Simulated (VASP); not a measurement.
**Cs: single point with PBE**

Cs:

```
CELL_PARAMETERS angstrom
4.70609 0.00000 0.00000
-2.35305 4.07560 0.00000
0.00000 0.00000 4.42373
ATOMIC_POSITIONS crystal
Cs 0.00000 0.00000 0.00000
```

```yaml
Program: VASP 6.6.1
Task: single point
Functional: PBE
Potentials_or_basis: VASP PAW PBE potentials, release 64 (Cs_sv)
Cutoff: 520 eV
k_mesh: 8 × 8 × 8
Occupations: fermi-dirac, width 0.08 eV
Spin: no spin polarisation
```

```yaml
Pressure: 1.1 GPa
```

Stress tensor (GPa, compression positive):
```
1.15 0.00 0.00
0.00 1.15 0.00
0.00 0.00 1.05
```

Levels at points of the mesh, in eV from the Fermi level:
| k point | band 3 | band 4 | band 5 | band 6 | band 7 | band 8 |
| --- | --- | --- | --- | --- | --- | --- |
| (0.00, 0.00, 0.00) | -10.50 | -10.48 | -1.96 | 1.28 | 2.58 | 2.58 |
| (0.50, 0.00, 0.00) | -10.60 | -10.43 | -0.16 | 1.09 | 1.51 | 3.35 |
| (0.00, 0.00, 0.50) | -10.46 | -10.46 | -0.19 | 0.67 | 3.10 | 3.10 |
| (0.50, 0.00, 0.50) | -10.85 | -10.55 | 0.02 | 1.05 | 2.70 | 2.95 |

Run time: 12 s on 1 thread of Intel(R) Xeon(R) Platinum 8559C (Emerald Rapids) (shared host), peak memory 0.21 GiB.

Caveat: spin-orbit coupling is left out, which moves the levels of the heavy elements.
